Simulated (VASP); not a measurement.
# Cd (I4/mmm) in VASP: further runs

Runs on Cd. Level: r2SCAN. Tasks: single point.

Program: VASP 6.6.1. These are calculated values, not measurements. Logs are shortened: lines on timing, memory, paths and dates and some standing lists are left out, and cuts for length are marked.

**1. The cell of the first run**

The structure is tetragonal, space group I4/mmm (No. 139). Conventional cell: a = 3.497 Å, b = 3.497 Å, c = 3.569 Å, α = 90.00°, β = 90.00°, γ = 90.00°. Cd (site symmetry 4/mmm) has 14 Cd at 3.05 to 3.57 Å within 4.0 Å.

**2. Single point, r2SCAN (strain -0.0200 x Voigt [1, 1, 0, 0, 0, 0])**

POSCAR reads:

```
Cd
1.0
   -1.7486355600      1.7486355600      1.7843220000
    1.7486355600     -1.7486355600      1.7843220000
    1.7486355600      1.7486355600     -1.7843220000
Cd
1
Direct
    0.0000000000      0.0000000000      0.0000000000
```

INCAR.step1 reads:

```
SYSTEM = Cd
PREC     = Accurate       ! precision mode
ENCUT    = 520            ! plane-wave cutoff, eV
ISMEAR   = 0              ! smearing method
SIGMA    = 0.15           ! smearing width, eV
LREAL    = .FALSE.        ! projectors in reciprocal space
LASPH    = .TRUE.         ! aspherical terms in the spheres
NELM     = 100            ! most SCF steps
NBANDS   = 12             ! bands
GGA      = PE             ! functional
ALGO     = Normal         ! electronic algorithm
EDIFF    = 1E-4           ! SCF threshold, eV
LWAVE    = .TRUE.         ! write WAVECAR
LCHARG   = .FALSE.        ! write CHGCAR
```

INCAR.step2 reads:

```
SYSTEM = Cd
PREC     = Accurate       ! precision mode
ENCUT    = 520            ! plane-wave cutoff, eV
EDIFF    = 1E-7           ! SCF threshold, eV
ISMEAR   = 0              ! smearing method
SIGMA    = 0.15           ! smearing width, eV
LREAL    = .FALSE.        ! projectors in reciprocal space
LASPH    = .TRUE.         ! aspherical terms in the spheres
NELM     = 100            ! most SCF steps
ALGO     = Normal         ! electronic algorithm
ISIF     = 2              ! what is computed and relaxed
LWAVE    = .FALSE.        ! write WAVECAR
LCHARG   = .FALSE.        ! write CHGCAR
METAGGA  = R2SCAN         ! meta-GGA
LMIXTAU  = .TRUE.       
NBANDS   = 12             ! bands
ISTART   = 1
```

KPOINTS reads:

```
Automatic mesh
0
G
  18 18 18
  0 0 0
```

Potentials or basis: VASP PAW PBE potentials, release 64 (Cd).

Command:

```bash
$ cat potpaw_PBE.64/Cd/POTCAR > POTCAR
$ cp INCAR.step1 INCAR
$ mpirun -np 1 vasp_std > vasp.out
$ cp INCAR.step2 INCAR
$ mpirun -np 1 vasp_std > vasp.out
```

OUTCAR:

```text
SYSTEM = Cd
   PREC = Accurate
   ENCUT = 520
   EDIFF = 1E-7
   ISMEAR = 0
   LREAL = .FALSE.
   LASPH = .TRUE.
   NELM = 100
   ISIF = 2
   METAGGA = R2SCAN
   ISTART = 1

 ion  position               nearest neighbor table
   1  0.000  0.000  0.000-

  LATTYP: Found a body centered tetragonal cell.
 ALAT       =     3.4972711200
 C/A-ratio  =     1.0204081633

  Lattice vectors:

 A1 = (  -1.7486355600,   1.7486355600,   1.7843220000)
 A2 = (   1.7486355600,  -1.7486355600,   1.7843220000)
 A3 = (   1.7486355600,   1.7486355600,  -1.7843220000)

Analysis of symmetry for initial positions (statically):
=====================================================================
 Subroutine PRICEL returns:
 Original cell was already a primitive cell.

 Routine SETGRP: Setting up the symmetry group for a
 body centered tetragonal supercell.

 Subroutine GETGRP returns: Found 16 space group operations
 (whereof 16 operations were pure point group operations)
 out of a pool of 16 trial point group operations.

The static configuration has the point symmetry D_4h.

Analysis of symmetry for dynamics (positions and initial velocities):
=====================================================================
 Subroutine PRICEL returns:
 Original cell was already a primitive cell.

 Routine SETGRP: Setting up the symmetry group for a
 body centered tetragonal supercell.

 Subroutine GETGRP returns: Found 16 space group operations
 (whereof 16 operations were pure point group operations)
 out of a pool of 16 trial point group operations.

The dynamic configuration has the point symmetry D_4h.

 Subroutine INISYM returns: Found 16 space group operations
 (whereof 16 operations are pure point group operations),
 and found     1 'primitive' translations

----------------------------------------------------------------------------------------

                                     Primitive cell

  volume of cell :      21.8239

  direct lattice vectors                    reciprocal lattice vectors
    -1.748635560  1.748635560  1.784322000     0.000000000  0.285937225  0.280218481
     1.748635560 -1.748635560  1.784322000     0.285937225  0.000000000  0.280218481
     1.748635560  1.748635560 -1.784322000     0.285937225  0.285937225  0.000000000

  length of vectors
     3.049468420  3.049468420  3.049468420     0.400352961  0.400352961  0.404376302

  position of ions in fractional coordinates (direct lattice)
     0.000000000  0.000000000  0.000000000

[... 76 lines left out ...]
   LREAL  =      F    real-space projection
   EDIFFG = 0.1E-05   stopping-criterion for IOM
   NSW    =      0    number of steps for IOM
   IBRION =     -1    ionic relax: 0-MD 1-quasi-New 2-CG
   NFREE  =      0    steps in history (QN), initial steepest desc. (CG)
   ISIF   =      2    stress and relaxation
   ISYM   =      2    0-nonsym 1-usesym 2-fastsym
   POTIM  = 0.5000    time-step for ionic-motion
   TEBEG  =    0.0;   TEEND  =   0.0 temperature during run
   PSTRESS=    0.0 pullay stress
   NELECT =      12.0000    total number of electrons
   NUPDOWN=      -1.0000    fix difference up-down
   EMIN   =  10.00;   EMAX   =-10.00  energy-range for DOS
   EFERMI =   0.00;   METHOD = LEGACY
   ISMEAR =     0;   SIGMA  =   0.15  broadening in eV -4-tet -1-fermi 0-gaus
   EFERMI_NEDOS =   21; number of points for ismear=-14 and -15
   IALGO  =     38    algorithm
   IMIX   =      4    mixing-type and parameters
     AMIX     =   0.40;   BMIX     =  1.00
     AMIX_MAG =   1.60;   BMIX_MAG =  1.00
  volume/ion in A,a.u.               =      21.82       147.27
  Fermi-wavevector in a.u.,A,eV,Ry     =   1.341193  2.534487 24.474144  1.798799
  Thomas-Fermi vector in A             =   2.469446
   LORBIT       =      0    0 simple, 1 ext, 2 COOP (PROOUT), +10 PAW based schemes
   METAGGA = R2SCAN    functional components
   LHFCALC =     F    Hartree Fock is set to
   AEXX    =    0.0000 exact exchange contribution
   IVDW    =     0    specifies the selected vdW correction
   LEPSILON=     F    determine dielectric tensor
   LRPA    =     F    only Hartree local field effects (RPA)
 non-spin polarized calculation
 Gauss-broadening in eV      SIGMA  =   0.15
  energy-cutoff  :      520.00
  volume of cell :       21.82
 maximum number of plane-waves:       610
   NGX = 11   NGY = 11   NGZ = 11

 number of electron      11.9999996 magnetization

 Free energy of the ion-electron system (eV)
  ---------------------------------------------------
  ext. energy  EPLUGINS =         0.00000000
  ---------------------------------------------------
  free energy    TOTEN  =       -20.01348786 eV

  energy without entropy =      -20.00911905  energy(sigma->0) =      -20.01130345

 E-fermi :   2.9399     XC(G=0): -11.7878

 val. band max:        2.9286369003   @ k =  -0.4444   0.4444   0.3333
 cond. band min:       2.9611988740   @ k =  -0.2778  -0.3889   0.0556
 fundamental gap:      0.0325619738
 Fermi energy:         2.9399407063

 k-point     1 :       0.0000    0.0000    0.0000
  band No.  band energies     occupation
      1      -6.8835      2.00000
      2      -6.8835      2.00000
      3      -6.8391      2.00000
      4      -6.3444      2.00000
      5      -6.2236      2.00000
      6      -6.1830      2.00000
      7      18.9036      0.00000
      8      19.1840      0.00000
      9      19.1841      0.00000
     10      19.9618      0.00000
     11      20.3321      0.00000
     12      20.3322      0.00000
[... 331 lines left out ...]
 k-point    24 :      -0.2222    0.0556    0.0000
  band No.  band energies     occupation
      1      -6.9733      2.00000
      2      -6.9238      2.00000
      3      -6.5363      2.00000
      4      -6.3085      2.00000
      5      -6.1988      2.00000
      6      -5.0992      2.00000
      7      12.3835      0.00000
      8      15.4322      0.00000
      9      16.2439      0.00000
     10      18.6624      0.00000
     11      19.5540      0.00000
     12      20.2483      0.00000

 [... further k-points ...]
[... 5 lines left out ...]
  --------------------------------------------------------------------------------------
  -------------------------------------------------------------------------------------
  Total        0.0904198      0.0904198      0.1667110      0.0000000      0.0000000     -0.0000000
  in kB        6.6380771      6.6380771     12.2389146      0.0000000      0.0000000     -0.0000000
  external PRESSURE =       8.5050230 kB  Pullay stress =       0.0000000 kB

 VOLUME and BASIS-vectors are now :
 -----------------------------------------------------------------------------
  energy-cutoff  :      520.00
  volume of cell :       21.82
      direct lattice vectors                 reciprocal lattice vectors
    -1.748635560  1.748635560  1.784322000     0.000000000  0.285937225  0.280218481
     1.748635560 -1.748635560  1.784322000     0.285937225  0.000000000  0.280218481
     1.748635560  1.748635560 -1.784322000     0.285937225  0.285937225  0.000000000

 POSITION                                       TOTAL-FORCE (eV/Angst)
 -----------------------------------------------------------------------------------
      0.00000      0.00000      0.00000         0.000000     -0.000000      0.000000
 -----------------------------------------------------------------------------------
    total drift:                                0.000000      0.000000      0.000000

  FREE ENERGIE OF THE ION-ELECTRON SYSTEM (eV)
  ---------------------------------------------------
  free  energy   TOTEN  =       -20.0134878561 eV

  energy  without entropy=      -20.0091190516  energy(sigma->0) =      -20.01130345
```

OUTCAR.step1:

```text
SYSTEM = Cd
   PREC = Accurate
   ENCUT = 520
   ISMEAR = 0
   LREAL = .FALSE.
   LASPH = .TRUE.
   NELM = 100
[... 577 lines left out ...]
 -----------------------------------------------------------------------------------
      0.00000      0.00000      0.00000         0.000000      0.000000      0.000000
 -----------------------------------------------------------------------------------
    total drift:                               -0.000000      0.000000     -0.000000

  FREE ENERGIE OF THE ION-ELECTRON SYSTEM (eV)
  ---------------------------------------------------
  free  energy   TOTEN  =        -0.6750764401 eV

  energy  without entropy=       -0.6703517059  energy(sigma->0) =       -0.67271407
```

OSZICAR.step1:

```text
N       E                     dE             d eps       ncg     rms          rms(c)
DAV:   1     0.698824359943E+02    0.69882E+02   -0.69786E+03 12384   0.993E+02
DAV:   2     0.558604891379E+00   -0.69324E+02   -0.65752E+02 12664   0.237E+02
DAV:   3    -0.718945054467E+00   -0.12775E+01   -0.12769E+01 13504   0.360E+01
DAV:   4    -0.720514569648E+00   -0.15695E-02   -0.15695E-02 12636   0.125E+00
DAV:   5    -0.720518025090E+00   -0.34554E-05   -0.34552E-05  9960   0.600E-02    0.319E+00
DAV:   6    -0.677305243406E+00    0.43213E-01   -0.11596E-01 13196   0.433E+00    0.253E+00
DAV:   7    -0.674959707750E+00    0.23455E-02   -0.11062E-02 13016   0.110E+00    0.122E+00
DAV:   8    -0.675047093334E+00   -0.87386E-04   -0.13489E-03 11928   0.508E-01    0.584E-02
DAV:   9    -0.675076440110E+00   -0.29347E-04   -0.10709E-05  6140   0.332E-02
   1 F= -.67507644E+00 E0= -.67271407E+00  d E =-.472473E-02
```

Run time: 89 s. Hardware: 1 thread of Intel Xeon 6975P-C (Granite Rapids), shared host; peak memory 0.24 GiB.

Results:

```yaml
Free_energy: -20.0135 eV
Pressure: 0.9 GPa
Band_gap_on_the_k_mesh: zero (bands 6 and 7 overlap by 4.23 eV)
```

Stress tensor (GPa, compression positive):
```
0.66 0.00 0.00
0.00 0.66 0.00
0.00 0.00 1.22
```

Caveat: the cell differs from its parent crystal (strain -0.0200 x Voigt [1, 1, 0, 0, 0, 0]); the PAW data sets were made with another functional, which shifts forces and pressure a little.

**3. Single point, r2SCAN (strain -0.0100 x Voigt [1, 1, 0, 0, 0, 0])**

POSCAR reads:

```
Cd
1.0
   -1.7664787800      1.7664787800      1.7843220000
    1.7664787800     -1.7664787800      1.7843220000
    1.7664787800      1.7664787800     -1.7843220000
Cd
1
Direct
    0.0000000000      0.0000000000      0.0000000000
```

INCAR.step1 reads:

```
  PREC = Accurate
  ENCUT = 520
  ISMEAR = 0
  SIGMA = 0.15
  LREAL = F
  LASPH = T
  NELM = 100
  NBANDS = 12
  GGA = PE
  ALGO = Normal
  EDIFF = 1E-4
  LWAVE = T
  LCHARG = F
```

INCAR.step2 reads:

```
  PREC = Accurate
  ENCUT = 520
  EDIFF = 1E-7
  ISMEAR = 0
  SIGMA = 0.15
  LREAL = F
  LASPH = T
  NELM = 100
  ALGO = Normal
  ISIF = 2
  LWAVE = F
  LCHARG = T
  METAGGA = R2SCAN
  LMIXTAU = T
  LELF = T
  LVHAR = T
  NBANDS = 12
  ISTART = 1
```

KPOINTS reads:

```
regular mesh
0
Gamma
  18 18 18
```

Potentials or basis: VASP PAW PBE potentials, release 64 (Cd).

Command:

```bash
$ cat potpaw_PBE.64/Cd/POTCAR > POTCAR
$ cp INCAR.step1 INCAR
$ mpirun -np 1 vasp_std > vasp.out
$ cp INCAR.step2 INCAR
$ mpirun -np 1 vasp_std > vasp.out
```

OUTCAR:

```text
PREC = Accurate
   ENCUT = 520
   EDIFF = 1E-7
   ISMEAR = 0
   LREAL = F
   LASPH = T
   NELM = 100
   ISIF = 2
   METAGGA = R2SCAN
   ISTART = 1

 ion  position               nearest neighbor table
   1  0.000  0.000  0.000-

  LATTYP: Found a body centered tetragonal cell.
 ALAT       =     3.5329575600
 C/A-ratio  =     1.0101010101

  Lattice vectors:

 A1 = (  -1.7664787800,   1.7664787800,   1.7843220000)
 A2 = (   1.7664787800,  -1.7664787800,   1.7843220000)
 A3 = (   1.7664787800,   1.7664787800,  -1.7843220000)

Analysis of symmetry for initial positions (statically):
=====================================================================
 Subroutine PRICEL returns:
 Original cell was already a primitive cell.

 Routine SETGRP: Setting up the symmetry group for a
 body centered tetragonal supercell.

 Subroutine GETGRP returns: Found 16 space group operations
 (whereof 16 operations were pure point group operations)
 out of a pool of 16 trial point group operations.

The static configuration has the point symmetry D_4h.

Analysis of symmetry for dynamics (positions and initial velocities):
=====================================================================
 Subroutine PRICEL returns:
 Original cell was already a primitive cell.

 Routine SETGRP: Setting up the symmetry group for a
 body centered tetragonal supercell.

 Subroutine GETGRP returns: Found 16 space group operations
 (whereof 16 operations were pure point group operations)
 out of a pool of 16 trial point group operations.

The dynamic configuration has the point symmetry D_4h.

 Subroutine INISYM returns: Found 16 space group operations
 (whereof 16 operations are pure point group operations),
 and found     1 'primitive' translations

----------------------------------------------------------------------------------------

                                     Primitive cell

  volume of cell :      22.2715
[... 108 lines left out ...]
  volume/ion in A,a.u.               =      22.27       150.30
  Fermi-wavevector in a.u.,A,eV,Ry     =   1.332146  2.517391 24.145082  1.774613
  Thomas-Fermi vector in A             =   2.461103
   LORBIT       =      0    0 simple, 1 ext, 2 COOP (PROOUT), +10 PAW based schemes
   METAGGA = R2SCAN    functional components
   LHFCALC =     F    Hartree Fock is set to
   AEXX    =    0.0000 exact exchange contribution
   IVDW    =     0    specifies the selected vdW correction
   LEPSILON=     F    determine dielectric tensor
   LRPA    =     F    only Hartree local field effects (RPA)
 non-spin polarized calculation
 Gauss-broadening in eV      SIGMA  =   0.15
  energy-cutoff  :      520.00
  volume of cell :       22.27
 maximum number of plane-waves:       618
   NGX = 11   NGY = 11   NGZ = 11

 number of electron      12.0000001 magnetization

 Free energy of the ion-electron system (eV)
  ---------------------------------------------------
  ext. energy  EPLUGINS =         0.00000000
  ---------------------------------------------------
  free energy    TOTEN  =       -20.01412025 eV

  energy without entropy =      -20.00967345  energy(sigma->0) =      -20.01189685

 E-fermi :   2.7731     XC(G=0): -11.6626

 val. band max:        2.7680557841   @ k =   0.3333   0.3333   0.1667
 cond. band min:       2.7794932497   @ k =  -0.2778  -0.3889   0.0556
 fundamental gap:      0.0114374656
 Fermi energy:         2.7731350858

 k-point     1 :       0.0000    0.0000    0.0000
  band No.  band energies     occupation
      1      -6.9654      2.00000
      2      -6.9653      2.00000
      3      -6.9440      2.00000
      4      -6.3299      2.00000
      5      -6.3277      2.00000
      6      -6.3081      2.00000
      7      18.7643      0.00000
      8      18.9119      0.00000
      9      18.9119      0.00000
     10      19.6055      0.00000
     11      19.7766      0.00000
     12      19.7767      0.00000
[... 331 lines left out ...]
 k-point    24 :      -0.2222    0.0556   -0.0000
  band No.  band energies     occupation
      1      -7.0595      2.00000
      2      -7.0036      2.00000
      3      -6.6377      2.00000
      4      -6.4145      2.00000
      5      -6.3164      2.00000
      6      -5.1135      2.00000
      7      12.1686      0.00000
      8      15.0010      0.00000
      9      15.9255      0.00000
     10      18.2614      0.00000
     11      19.2123      0.00000
     12      20.0203      0.00000

 [... further k-points ...]
[... 5 lines left out ...]
  --------------------------------------------------------------------------------------
  -------------------------------------------------------------------------------------
  Total       -0.0316842     -0.0316842      0.0108285      0.0000000      0.0000000      0.0000000
  in kB       -2.2793062     -2.2793062      0.7789815      0.0000000      0.0000000      0.0000000
  external PRESSURE =      -1.2598770 kB  Pullay stress =       0.0000000 kB

 VOLUME and BASIS-vectors are now :
 -----------------------------------------------------------------------------
  energy-cutoff  :      520.00
  volume of cell :       22.27
      direct lattice vectors                 reciprocal lattice vectors
    -1.766478780  1.766478780  1.784322000     0.000000000  0.283048970  0.280218481
     1.766478780 -1.766478780  1.784322000     0.283048970  0.000000000  0.280218481
     1.766478780  1.766478780 -1.784322000     0.283048970  0.283048970  0.000000000

 POSITION                                       TOTAL-FORCE (eV/Angst)
 -----------------------------------------------------------------------------------
      0.00000      0.00000      0.00000        -0.000000     -0.000000     -0.000000
 -----------------------------------------------------------------------------------
    total drift:                               -0.000000      0.000000      0.000000

  FREE ENERGIE OF THE ION-ELECTRON SYSTEM (eV)
  ---------------------------------------------------
  free  energy   TOTEN  =       -20.0141202522 eV

  energy  without entropy=      -20.0096734466  energy(sigma->0) =      -20.01189685
```

OUTCAR.step1:

```text
PREC = Accurate
   ENCUT = 520
   ISMEAR = 0
   LREAL = F
   LASPH = T
[... 576 lines left out ...]

 POSITION                                       TOTAL-FORCE (eV/Angst)
 -----------------------------------------------------------------------------------
      0.00000      0.00000      0.00000        -0.000000      0.000000      0.000000
 -----------------------------------------------------------------------------------
    total drift:                                0.000000      0.000000      0.000000

  FREE ENERGIE OF THE ION-ELECTRON SYSTEM (eV)
  ---------------------------------------------------
  free  energy   TOTEN  =        -0.6827738978 eV

  energy  without entropy=       -0.6779429344  energy(sigma->0) =       -0.68035842
```

OSZICAR.step1:

```text
N       E                     dE             d eps       ncg     rms          rms(c)
DAV:   1     0.706277903622E+02    0.70628E+02   -0.69984E+03 12300   0.992E+02
DAV:   2     0.582307709988E+00   -0.70045E+02   -0.66609E+02 12672   0.237E+02
DAV:   3    -0.723959519432E+00   -0.13063E+01   -0.13056E+01 13464   0.362E+01
DAV:   4    -0.725553856246E+00   -0.15943E-02   -0.15943E-02 12676   0.126E+00
DAV:   5    -0.725557394350E+00   -0.35381E-05   -0.35383E-05  9964   0.605E-02    0.302E+00
DAV:   6    -0.684659093737E+00    0.40898E-01   -0.11072E-01 13156   0.419E+00    0.242E+00
DAV:   7    -0.682599651389E+00    0.20594E-02   -0.10473E-02 12936   0.106E+00    0.118E+00
DAV:   8    -0.682743199587E+00   -0.14355E-03   -0.13317E-03 11896   0.500E-01    0.581E-02
DAV:   9    -0.682773897781E+00   -0.30698E-04   -0.11688E-05  6200   0.346E-02
   1 F= -.68277390E+00 E0= -.68035842E+00  d E =-.483096E-02
```

It took 2.3 min on 1 thread of Intel Xeon 6975P-C (Granite Rapids), shared host; peak memory 0.25 GiB.

Results:

| Property | Result |
| --- | --- |
| Free energy | -20.0141 eV |
| Pressure | -0.1 GPa |
| Band gap on the k mesh | zero (bands 6 and 7 overlap by 4.40 eV) |

Levels at points of the mesh, in eV from the Fermi level:
```
           k point  band 3  band 4  band 5  band 6  band 7  band 8  band 9  band 10
(0.00, 0.00, 0.00)   -9.72   -9.10   -9.10   -9.08   15.99   16.14   16.14    16.83
(0.50, 0.00, 0.00)   -9.13   -9.07   -8.66   -2.23   -0.99    9.83   10.51    14.04
(0.50, 0.50, 0.00)   -9.11   -9.06   -8.66   -2.19   -0.89    9.64   10.31    13.86
(0.50, 0.50, 0.50)   -8.77   -8.76   -8.76    3.41    3.67    3.67    6.06     8.09
```

Caveat: the cell differs from its parent crystal (strain -0.0100 x Voigt [1, 1, 0, 0, 0, 0]); the PAW data sets were made with another functional, which shifts forces and pressure a little.
